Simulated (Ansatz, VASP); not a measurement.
# One calculation of ScAl3, two programs

Contents of INCAR:

```
SYSTEM = ScAl3
ALGO = Normal ; EDIFF = 1E-6
ENCUT = 520 ; GGA = RE
ISIF = 2 ; ISMEAR = 0
LASPH = .TRUE. ; LCHARG = .TRUE.
LELF = .TRUE. ; LREAL = .FALSE.
LVHAR = .TRUE. ; LWAVE = .FALSE.
NBANDS = 18 ; NELM = 80
PREC = Accurate ; SIGMA = 0.1
```

KPOINTS

```
k-points
0
G
  6 6 6
  0 0 0
```

File POSCAR:

```
ScAl3
1.0
   -2.0127950000      2.0127950000      4.4231960000
    2.0127950000     -2.0127950000      4.4231960000
    2.0127950000      2.0127950000     -4.4231960000
Sc Al
1 3
Direct
    0.0000000000      0.0000000000      0.0000000000
    0.7500000000      0.2500000000      0.5000000000
    0.2500000000      0.7500000000      0.5000000000
    0.5000000000      0.5000000000      0.0000000000
```

Input for Ansatz:

```yaml
crystal:
  lattice:
    - [-2.012795, 2.012795, 4.423196]
    - [2.012795, -2.012795, 4.423196]
    - [2.012795, 2.012795, -4.423196]
  atoms:
    - { symbol: Sc, position: [0.0, 0.0, 0.0] }
    - { symbol: Al, position: [0.75, 0.25, 0.5] }
    - { symbol: Al, position: [0.25, 0.75, 0.5] }
    - { symbol: Al, position: [0.5, 0.5, 0.0] }
basis:
  ecutwfc: 420
kpoints:
  mp_grid: { grid: [6, 6, 6] }
hamiltonian:
  xc: revpbe
scf:
  occupations: { method: gaussian, width: 0.1 }
output:
  forces: true
  stress: true
  eigenvalues: true
```

Alike in both runs: task single point; functional revPBE; k mesh 6 × 6 × 6; occupations gaussian, width 0.1 eV; no spin polarisation.

|  | VASP | Ansatz |
| --- | --- | --- |
| version | VASP 6.6.1 | Ansatz 0.2.0 |
| potentials or method | VASP PAW PBE potentials, release 64 (Sc_sv, Al), cutoff 520 eV | scalar-relativistic, plane waves, PAW |
| valence electrons in the cell | 20 | 20 |

|  | VASP | Ansatz | Ansatz less VASP |
| --- | --- | --- | --- |
| gap on the k mesh at the Fermi level (eV) | none | none | - |
| pressure (GPa) | 0.9 | 1.0 | +0.05 |
| traceless stress, the component that is largest in VASP (GPa) | -1.52 | -1.53 | -0.004 |

VASP's potentials were made for PBE, not for revPBE. A gap of «none» marks a metal or a gap that the smearing closes.

The k mesh is coarse, so the values compare programs but aren't converged.
